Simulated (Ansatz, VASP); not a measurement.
**C3O: VASP beside Ansatz**

```
CELL_PARAMETERS angstrom
1.16560 -3.31504 0.00000
1.16560 3.31504 0.00000
0.00000 0.00000 4.67516
ATOMIC_POSITIONS crystal
C 0.50000 0.50000 0.70948
C 0.00000 0.00000 0.50000
C 0.50000 0.50000 0.29052
O 0.00000 0.00000 0.00000
```

Change from the starting cell: species swapped into the AlV3 type (Cmmm, No. 65).

Alike in both runs: functional PBE; dispersion D3(BJ); k mesh 8 × 8 × 4; occupations gaussian, width 0.1 eV; no spin polarisation.

Ansatz relaxed the structure, and its values are those at the end. VASP's run is a single point on that final structure, the one shown.

```csv
,VASP,Ansatz
version,VASP 6.6.1,Ansatz 0.2.0
potentials or method,"VASP PAW PBE potentials, release 64 (C, O), cutoff 520 eV","scalar-relativistic, plane waves, PAW"
valence electrons in the cell,18,18
```

|  | VASP | Ansatz | Ansatz less VASP |
| --- | --- | --- | --- |
| gap on the k mesh at the Fermi level (eV) | none | none | - |
| pressure (GPa) | 0.3 | 0.0 | -0.21 |
| rms of the force components (eV/Å) | 0.022 | 0.004 | -0.0182 |

A gap of «none» marks a metal or a gap that the smearing closes.
